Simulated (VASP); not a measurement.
A run of VASP 6.6.1:

Contents of INCAR:

```
PREC = Accurate ; ENCUT = 520
EDIFF = 1E-6 ; ISMEAR = 0
SIGMA = 0.02 ; LREAL = F
LASPH = T ; NELM = 150
ALGO = Normal ; ISIF = 2
LWAVE = F ; LCHARG = T
ISPIN = 2 ; MAGMOM = 4 0
LORBIT = 11 ; LMAXMIX = 4
GGA = PE ; LELF = T
LVHAR = T ; NBANDS = 20
```

Contents of KPOINTS:

```
regular mesh
0
Gamma
  9 9 9
```

The input POSCAR:

```
MnS
1.0
    0.0000000000      2.4734634191      2.4734634191
    2.4734634191      0.0000000000      2.4734634191
    2.4734634191      2.4734634191      0.0000000000
Mn S
1 1
Direct
    0.0000000000      0.0000000000      0.0000000000
    0.7500000000      0.7500000000      0.7500000000
```

Potentials or basis: VASP PAW PBE potentials, release 64 (Mn_pv, S).

The run is started by

```bash
$ cat potpaw_PBE.64/Mn_pv/POTCAR potpaw_PBE.64/S/POTCAR > POTCAR
$ mpirun -np 1 vasp_std > vasp.out
```

Hardware: 1 thread of Intel(R) Xeon(R) 6975P-C (Granite Rapids), on a shared host.

**Question.** Estimate the wall time of this run.

**Answer.** Run time: 87 s on 1 thread of Intel(R) Xeon(R) 6975P-C (Granite Rapids), on a shared host, peak memory 0.19 GiB. Counts: scf iterations 58, k points 35.
